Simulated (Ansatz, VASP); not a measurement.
## One calculation of Al, two programs

```
Al
1.0
     1.42275   -2.46427    0.00000
     1.42275    2.46427    0.00000
     0.00000    0.00000    4.65404
Al
2
Cartesian
  1.4227 -0.8214 1.1635
  1.4227 0.8214 3.4905
```

Alike in both runs: task single point; functional PBEsol; k mesh 13 × 13 × 7; occupations fermi-dirac, width 0.1 eV; no spin polarisation.

|  | VASP | Ansatz |
| --- | --- | --- |
| version | VASP 6.6.1 | Ansatz 0.2.0 |
| potentials or method | VASP PAW PBE potentials, release 64 (Al), cutoff 520 eV | all-electron LAPW, scalar-relativistic |

Ansatz gave:

```
pressure (GPa)                                                : -0.1
traceless stress, the component that is largest in VASP (GPa) : -0.21
```

Q: Which values does VASP return?

A: Pressure (GPa): 0.0; traceless stress, the component that is largest in VASP (GPa): -0.21.

VASP's potentials were made for PBE, not for PBEsol. Ansatz ran all-electron here, and VASP with PAW potentials.
